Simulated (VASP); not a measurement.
# PbSe (Pm-3m) in VASP: single point with r2SCAN+D3(BJ)

Aim: the single point of PbSe with r2SCAN+D3(BJ).

Program: VASP 6.6.1. These are calculated values, not measurements. Logs are shortened: lines on timing, memory, paths and dates and some standing lists are left out, and cuts for length are marked.

**1. The cell of the first run**

The structure is cubic, space group Pm-3m (No. 221). The conventional cell has a = 3.784 Å, b = 3.784 Å, c = 3.784 Å, α = 90.00°, β = 90.00°, γ = 90.00°. Pb (site symmetry m-3m) has 8 Se at 3.28 Å and 6 Pb at 3.78 Å within 4.3 Å. Within 4.3 Å of Se (site symmetry m-3m) lie 8 Pb at 3.28 Å and 6 Se at 3.78 Å.

**2. Single point, r2SCAN+D3(BJ)**

File POSCAR:

```
PbSe
1.0
    3.7843220000      0.0000000000      0.0000000000
    0.0000000000      3.7843220000      0.0000000000
    0.0000000000      0.0000000000      3.7843220000
Pb Se
1 1
Direct
    0.0000000000      0.0000000000      0.0000000000
    0.5000000000      0.5000000000      0.5000000000
```

File INCAR.step1:

```
SYSTEM = PbSe
PREC = Accurate
ENCUT = 550
ISMEAR = 0
SIGMA = 0.01
LREAL = .FALSE.
LASPH = .TRUE.
NELM = 120
NBANDS = 17
GGA = PE
ALGO = Normal
EDIFF = 1E-5
LWAVE = .TRUE.
LCHARG = .FALSE.
GGA_COMPAT = .FALSE.
```

File INCAR.step2:

```
SYSTEM = PbSe
PREC = Accurate
ENCUT = 550
EDIFF = 1E-6
ISMEAR = 0
SIGMA = 0.01
LREAL = .FALSE.
LASPH = .TRUE.
NELM = 120
ALGO = Normal
ISIF = 2
LWAVE = .FALSE.
LCHARG = .FALSE.
METAGGA = R2SCAN
LMIXTAU = .TRUE.
IVDW = 12
VDW_S6 = 1.0
VDW_S8 = 0.78981345
VDW_A1 = 0.49484001
VDW_A2 = 5.73083694
NBANDS = 17
ISTART = 1
GGA_COMPAT = .FALSE.
```

File KPOINTS:

```
regular mesh
0
G
  3 3 3
  0 0 0
```

Potentials or basis: VASP PAW PBE potentials, release 64 (Pb_d, Se).

Started as:

```console
> cat potpaw_PBE.64/Pb_d/POTCAR potpaw_PBE.64/Se/POTCAR > POTCAR
> cp INCAR.step1 INCAR
> mpirun -np 1 vasp_std > vasp.out
> cp INCAR.step2 INCAR
> mpirun -np 1 vasp_std > vasp.out
```

OUTCAR:

```text
SYSTEM = PbSe
   PREC = Accurate
   ENCUT = 550
   EDIFF = 1E-6
   ISMEAR = 0
   LREAL = .FALSE.
   LASPH = .TRUE.
   NELM = 120
   ISIF = 2
   METAGGA = R2SCAN
   IVDW = 12
   ISTART = 1
 IVDW          = 12

 ion  position               nearest neighbor table
   1  0.000  0.000  0.000-   2 3.28   2 3.28   2 3.28   2 3.28   2 3.28   2 3.28   2 3.28   2 3.28

   2  0.500  0.500  0.500-   1 3.28   1 3.28   1 3.28   1 3.28   1 3.28   1 3.28   1 3.28   1 3.28

  LATTYP: Found a simple cubic cell.
 ALAT       =     3.7843220000

  Lattice vectors:

 A1 = (   3.7843220000,   0.0000000000,   0.0000000000)
 A2 = (   0.0000000000,   3.7843220000,   0.0000000000)
 A3 = (   0.0000000000,   0.0000000000,   3.7843220000)

Analysis of symmetry for initial positions (statically):
=====================================================================
 Subroutine PRICEL returns:
 Original cell was already a primitive cell.

 Routine SETGRP: Setting up the symmetry group for a
 simple cubic supercell.

 Subroutine GETGRP returns: Found 48 space group operations
 (whereof 48 operations were pure point group operations)
 out of a pool of 48 trial point group operations.

The static configuration has the point symmetry O_h .

Analysis of symmetry for dynamics (positions and initial velocities):
=====================================================================
 Subroutine PRICEL returns:
 Original cell was already a primitive cell.

 Routine SETGRP: Setting up the symmetry group for a
 simple cubic supercell.

 Subroutine GETGRP returns: Found 48 space group operations
 (whereof 48 operations were pure point group operations)
 out of a pool of 48 trial point group operations.

The dynamic configuration has the point symmetry O_h .

 Subroutine INISYM returns: Found 48 space group operations
 (whereof 48 operations are pure point group operations),
 and found     1 'primitive' translations

----------------------------------------------------------------------------------------

                                     Primitive cell

  volume of cell :      54.1956

  direct lattice vectors                    reciprocal lattice vectors
     3.784322000  0.000000000  0.000000000     0.264248127  0.000000000  0.000000000
     0.000000000  3.784322000  0.000000000     0.000000000  0.264248127  0.000000000
     0.000000000  0.000000000  3.784322000     0.000000000  0.000000000  0.264248127

  length of vectors
     3.784322000  3.784322000  3.784322000     0.264248127  0.264248127  0.264248127

  position of ions in fractional coordinates (direct lattice)
     0.000000000  0.000000000  0.000000000
     0.500000000  0.500000000  0.500000000

  ion indices of the primitive-cell ions
   primitive index   ion index
                 1           1
                 2           2

----------------------------------------------------------------------------------------

 KPOINTS: regular mesh

Automatic generation of k-mesh.
 Grid dimensions read from file:
 generate k-points for:    3    3    3

 Generating k-lattice:

  Cartesian coordinates                     Fractional coordinates (reciprocal lattice)
     0.088082709  0.000000000  0.000000000     0.333333333  0.000000000  0.000000000
     0.000000000  0.088082709  0.000000000     0.000000000  0.333333333  0.000000000
     0.000000000  0.000000000  0.088082709     0.000000000  0.000000000  0.333333333

  Length of vectors
     0.088082709  0.088082709  0.088082709

  Shift w.r.t. Gamma in fractional coordinates (k-lattice)
     0.000000000  0.000000000  0.000000000

 Subroutine IBZKPT returns following result:
 ===========================================

 Found      4 irreducible k-points:

 Following reciprocal coordinates:
            Coordinates               Weight
  0.000000  0.000000  0.000000      1.000000
  0.333333  0.000000  0.000000      6.000000
  0.333333  0.333333  0.000000     12.000000
  0.333333  0.333333  0.333333      8.000000
   k-points           NKPTS =      4   k-points in BZ     NKDIM =      4   number of bands    NBANDS=     17
   number of dos      NEDOS =    301   number of ions     NIONS =      2
   total plane-waves  NPLWV =  27000
   dimension x,y,z NGX =    30 NGY =   30 NGZ =   30
   dimension x,y,z NGXF=    60 NGYF=   60 NGZF=   60
   ions per type =               1   1
   NGX,Y,Z   is equivalent  to a cutoff of  13.18, 13.18, 13.18 a.u.
   NGXF,Y,Z  is equivalent  to a cutoff of  26.36, 26.36, 26.36 a.u.
 SYSTEM =  PbSe
   PREC   = accura    normal or accurate (medium, high low for compatibility)
   ISTART =      1    job   : 0-new  1-cont  2-samecut
   ICHARG =      0    charge: 1-file 2-atom 10-const
   ISPIN  =      1    spin polarized calculation?
   LNONCOLLINEAR =      F non collinear calculations
   LSORBIT =      F    spin-orbit coupling
   LASPH  =      T    aspherical Exc in radial PAW
   ENCUT  =  550.0 eV  40.42 Ry    6.36 a.u.   7.24  7.24  7.24*2*pi/ulx,y,z
   NELM   =    120;   NELMIN=  2; NELMDL=  0     # of ELM steps
   EDIFF  = 0.1E-05   stopping-criterion for ELM
   LREAL  =      F    real-space projection
   EDIFFG = 0.1E-04   stopping-criterion for IOM
   NSW    =      0    number of steps for IOM
   IBRION =     -1    ionic relax: 0-MD 1-quasi-New 2-CG
   NFREE  =      0    steps in history (QN), initial steepest desc. (CG)
   ISIF   =      2    stress and relaxation
   ISYM   =      2    0-nonsym 1-usesym 2-fastsym
   POTIM  = 0.5000    time-step for ionic-motion
   TEBEG  =    0.0;   TEEND  =   0.0 temperature during run
   PSTRESS=    0.0 pullay stress
   NELECT =      20.0000    total number of electrons
   NUPDOWN=      -1.0000    fix difference up-down
   EMIN   =  10.00;   EMAX   =-10.00  energy-range for DOS
   EFERMI =   0.00;   METHOD = LEGACY
   ISMEAR =     0;   SIGMA  =   0.01  broadening in eV -4-tet -1-fermi 0-gaus
   EFERMI_NEDOS =   21; number of points for ismear=-14 and -15
   IALGO  =     38    algorithm
   IMIX   =      4    mixing-type and parameters
     AMIX     =   0.40;   BMIX     =  1.00
     AMIX_MAG =   1.60;   BMIX_MAG =  1.00
  volume/ion in A,a.u.               =      27.10       182.87
  Fermi-wavevector in a.u.,A,eV,Ry     =   1.174258  2.219025 18.760817  1.378881
  Thomas-Fermi vector in A             =   2.310658
   LORBIT       =      0    0 simple, 1 ext, 2 COOP (PROOUT), +10 PAW based schemes
   METAGGA = R2SCAN    functional components
   LHFCALC =     F    Hartree Fock is set to
   AEXX    =    0.0000 exact exchange contribution
   IVDW    =    12    specifies the selected vdW correction
   LEPSILON=     F    determine dielectric tensor
   LRPA    =     F    only Hartree local field effects (RPA)
 non-spin polarized calculation
 Gauss-broadening in eV      SIGMA  =   0.01
  energy-cutoff  :      550.00
  volume of cell :       54.20
 maximum number of plane-waves:      1602
 NGX is ok and might be reduce to    30
   NGX = 15   NGY = 15   NGZ = 15

 number of electron      20.0000001 magnetization

 Free energy of the ion-electron system (eV)
  ---------------------------------------------------
  ext. energy  EPLUGINS =         0.00000000
  ---------------------------------------------------
  free energy    TOTEN  =       -71.41606712 eV

  energy without entropy =      -71.41606712  energy(sigma->0) =      -71.41606712

 E-fermi :   4.9573     XC(G=0): -10.4549

 val. band max:        4.8906071905   @ k =   0.3333   0.3333   0.0000
 cond. band min:       6.6492048840   @ k =   0.3333   0.3333   0.3333
 fundamental gap:      1.7585976935
 Fermi energy:         4.9572735065

 k-point     1 :       0.0000    0.0000    0.0000
  band No.  band energies     occupation
      1     -12.4580      2.00000
      2     -12.4580      2.00000
      3     -12.3061      2.00000
      4     -12.3061      2.00000
      5     -12.3061      2.00000
      6      -8.4940      2.00000
      7      -2.0002      2.00000
      8       3.6117      2.00000
      9       3.6117      2.00000
     10       3.6117      2.00000
     11      10.8717      0.00000
     12      10.8717      0.00000
     13      11.5852      0.00000
     14      11.5852      0.00000
     15      11.5852      0.00000
     16      17.3822      0.00000
     17      18.5364      0.00000

 k-point     2 :       0.3333    0.0000    0.0000
  band No.  band energies     occupation
      1     -12.4532      2.00000
      2     -12.3725      2.00000
      3     -12.3382      2.00000
      4     -12.3382      2.00000
      5     -12.3031      2.00000
      6      -7.7625      2.00000
      7      -3.4420      2.00000
      8       3.9890      2.00000
      9       4.4541      2.00000
     10       4.4541      2.00000
     11       7.2755      0.00000
     12       9.5461      0.00000
     13       9.5461      0.00000
     14      11.7233      0.00000
     15      15.3594      0.00000
     16      15.8250      0.00000
     17      18.5448      0.00000

 k-point     3 :       0.3333    0.3333    0.0000
  band No.  band energies     occupation
      1     -12.4107      2.00000
      2     -12.3980      2.00000
      3     -12.3334      2.00000
      4     -12.3314      2.00000
      5     -12.3206      2.00000
      6      -7.1677      2.00000
      7      -3.1025      2.00000
      8       1.3043      2.00000
      9       3.1380      2.00000
     10       4.8906      2.00000
     11       7.8808      0.00000
     12       9.8268      0.00000
     13       9.9298      0.00000
     14      13.6100      0.00000
     15      15.2990      0.00000
     16      15.3199      0.00000
     17      17.2157      0.00000

 k-point     4 :       0.3333    0.3333    0.3333
  band No.  band energies     occupation
      1     -12.3875      2.00000
      2     -12.3715      2.00000
      3     -12.3715      2.00000
      4     -12.3176      2.00000
      5     -12.3176      2.00000
      6      -6.7915      2.00000
      7      -2.4949      2.00000
      8       2.4337      2.00000
      9       2.4337      2.00000
     10       2.7739      2.00000
     11       6.6492      0.00000
     12       6.6492      0.00000
     13       8.7753      0.00000
     14      15.5771      0.00000
     15      16.9630      0.00000
     16      16.9630      0.00000
     17      20.5568      0.00000

------------------------ aborting loop because EDIFF is reached ----------------------------------------

 Edisp (eV)   -0.36608

 E8    (eV) :    -0.1349

  FORCE on cell =-STRESS in cart. coord.  units (eV):
  Direction    XX          YY          ZZ          XY          YZ          ZX
  --------------------------------------------------------------------------------------
  -------------------------------------------------------------------------------------
  Total      -0.71067    -0.71067    -0.71067    -0.00000    -0.00000     0.00000
  in kB     -21.00934   -21.00934   -21.00934    -0.00000    -0.00000     0.00000
  external pressure =      -21.01 kB  Pullay stress =        0.00 kB

 VOLUME and BASIS-vectors are now :
 -----------------------------------------------------------------------------
  energy-cutoff  :      550.00
  volume of cell :       54.20
      direct lattice vectors                 reciprocal lattice vectors
     3.784322000  0.000000000  0.000000000     0.264248127  0.000000000  0.000000000
     0.000000000  3.784322000  0.000000000     0.000000000  0.264248127  0.000000000
     0.000000000  0.000000000  3.784322000     0.000000000  0.000000000  0.264248127

 POSITION                                       TOTAL-FORCE (eV/Angst)
 -----------------------------------------------------------------------------------
      0.00000      0.00000      0.00000         0.000000      0.000000      0.000000
      1.89216      1.89216      1.89216         0.000000      0.000000      0.000000
 -----------------------------------------------------------------------------------
    total drift:                                0.000000     -0.000000     -0.000000

  FREE ENERGIE OF THE ION-ELECTRON SYSTEM (eV)
  ---------------------------------------------------
  free  energy   TOTEN  =       -71.7821436854 eV

  energy  without entropy=      -71.7821436854  energy(sigma->0) =      -71.78214369
```

Wall time 15 s (1 thread of Intel Xeon 6975P-C (Granite Rapids), shared host); peak memory 0.17 GiB.

Results:

| Item | Value |
| --- | --- |
| Free energy | -71.7821 eV |
| Pressure | -2.1 GPa |
| Band gap on the k mesh | 1.76 eV, indirect (least direct gap 2.82 eV) |
| Dispersion energy per atom | -0.183 eV |

Levels at points of the mesh, in eV from the valence-band top:
| k point | band 6 | band 7 | band 8 | band 9 | band 10 | band 11 | band 12 | band 13 | band 14 | band 15 |
| --- | --- | --- | --- | --- | --- | --- | --- | --- | --- | --- |
| (0.00, 0.00, 0.00) | -13.38 | -6.89 | -1.28 | -1.28 | -1.28 | 5.98 | 5.98 | 6.69 | 6.69 | 6.69 |

Caveat: the k points lie up to 0.55 Å⁻¹ apart; three body term missing; the PAW data sets were made with another functional, which shifts forces and pressure a little; spin-orbit coupling is left out, which moves the levels of the heavy elements. A k mesh can miss the band edges.
